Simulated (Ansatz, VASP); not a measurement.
# Two plane-wave programs on CuI

```
CELL_PARAMETERS angstrom
4.02290 0.00000 0.00000
0.00000 4.02290 0.00000
0.00000 0.00000 5.65060
ATOMIC_POSITIONS crystal
Cu 0.00000 0.00000 0.00000
Cu 0.50000 0.50000 0.00000
I 0.00000 0.50000 0.29130
I 0.50000 0.00000 0.70870
```

Alike in both runs: task single point; functional BLYP; k mesh 4 × 4 × 4; no spin polarisation.

```csv
,VASP,Ansatz
version,VASP 6.6.1,Ansatz 0.2.0
potentials or method,"VASP PAW PBE potentials, release 64 (Cu, I), cutoff 520 eV","plane waves, PAW"
occupations,"gaussian, width 0.01 eV",fixed
valence electrons in the cell,36,72
```

Ansatz gave:

| Item | Value |
| --- | --- |
| pressure (GPa) | 11.7 |
| traceless stress, the component that is largest in VASP (GPa) | 0.51 |

What did VASP give for the same quantities?

Pressure (GPa): 12.0; traceless stress, the component that is largest in VASP (GPa): 0.48.

VASP's potentials were made for PBE, not for BLYP. VASP's potentials hold 36 valence electrons a cell and Ansatz's 72, so a difference there can come from the potentials and not from the codes.

Spin-orbit coupling is off throughout.
